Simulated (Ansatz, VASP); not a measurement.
**Two plane-wave programs on BAs**

File INCAR:

```
SYSTEM = BAs
  PREC = Accurate
  ENCUT = 520
  EDIFF = 1E-6
  ISMEAR = 0
  SIGMA = 0.01
  LREAL = .FALSE.
  LASPH = .TRUE.
  NELM = 80
  ALGO = Normal
  ISIF = 2
  LWAVE = .FALSE.
  LCHARG = .FALSE.
  GGA = PS
  IVDW = 13
  NBANDS = 11
```

The input KPOINTS:

```
regular mesh
0
G
  8 8 8
  0 0 0
```

The input POSCAR:

```
BAs
1.0
    0.0000000000      2.3885000000      2.3885000000
    2.3885000000      0.0000000000      2.3885000000
    2.3885000000      2.3885000000      0.0000000000
B As
1 1
Direct
    0.0000000000      0.0000000000      0.0000000000
    0.2500000000      0.2500000000      0.2500000000
```

Input for Ansatz:

```yaml
crystal:
  lattice:
    - [0.0, 2.3885, 2.3885]
    - [2.3885, 0.0, 2.3885]
    - [2.3885, 2.3885, 0.0]
  atoms:
    - { symbol: B, position: [0.0, 0.0, 0.0] }
    - { symbol: As, position: [0.25, 0.25, 0.25] }
basis:
  ecutwfc: 544.22772491976
  ecutrho_ratio: 8
kpoints:
  mp_grid:
    grid: [8, 8, 8]
  band_path:
    path:
      - [0.0, 0.375, 0.375]
      - [0.0, 0.37271915051055, 0.37271915051055005]
      - [0.0, 0.37728084948944995, 0.37728084948944995]
      - [-0.002280849489449952, 0.375, 0.37271915051055005]
      - [0.002280849489449952, 0.375, 0.37728084948944995]
      - [-0.002280849489449952, 0.37271915051055, 0.375]
      - [0.002280849489449952, 0.37728084948944995, 0.375]
      - [0.002280849489449952, 0.37728084948944995, 0.3795616989788999]
      - [-0.002280849489449952, 0.37728084948944995, 0.375]
      - [0.002280849489449952, 0.37271915051055, 0.375]
      - [-0.002280849489449952, 0.37271915051055, 0.3704383010211001]
      - [0.002280849489449952, 0.37956169897889985, 0.37728084948944995]
      - [-0.002280849489449952, 0.375, 0.37728084948944995]
      - [0.002280849489449952, 0.375, 0.37271915051055005]
      - [-0.002280849489449952, 0.3704383010211001, 0.37271915051055005]
      - [0.004561698978899904, 0.37728084948944995, 0.37728084948944995]
      - [0.0, 0.37271915051055, 0.37728084948944995]
      - [0.0, 0.37728084948944995, 0.37271915051055005]
      - [-0.004561698978899904, 0.37271915051055, 0.37271915051055005]
    npoints: 1
hamiltonian:
  xc: pbesol
  dispersion: d4
scf:
  convergence:
    dr2_threshold: 1.0e-08
  occupations:
    method: fixed
```

Alike in both runs: task single point; functional PBEsol; dispersion D4; k mesh 8 × 8 × 8; no spin polarisation.

|  | VASP | Ansatz |
| --- | --- | --- |
| version | VASP 6.6.1 | Ansatz 0.2.0 |
| potentials or method | VASP PAW PBE potentials, release 64 (B, As), cutoff 520 eV | plane waves, PAW |
| occupations | gaussian, width 0.01 eV | fixed |
| valence electrons in the cell | 8 | 18 |

|  | VASP | Ansatz | Ansatz less VASP |
| --- | --- | --- | --- |
| gap on the k mesh at the Fermi level (eV) | 1.09 | 1.10 | +0.009 |

VASP's potentials were made for PBE, not for PBEsol. VASP's potentials hold 8 valence electrons a cell and Ansatz's 18, so a difference there can come from the potentials and not from the codes.
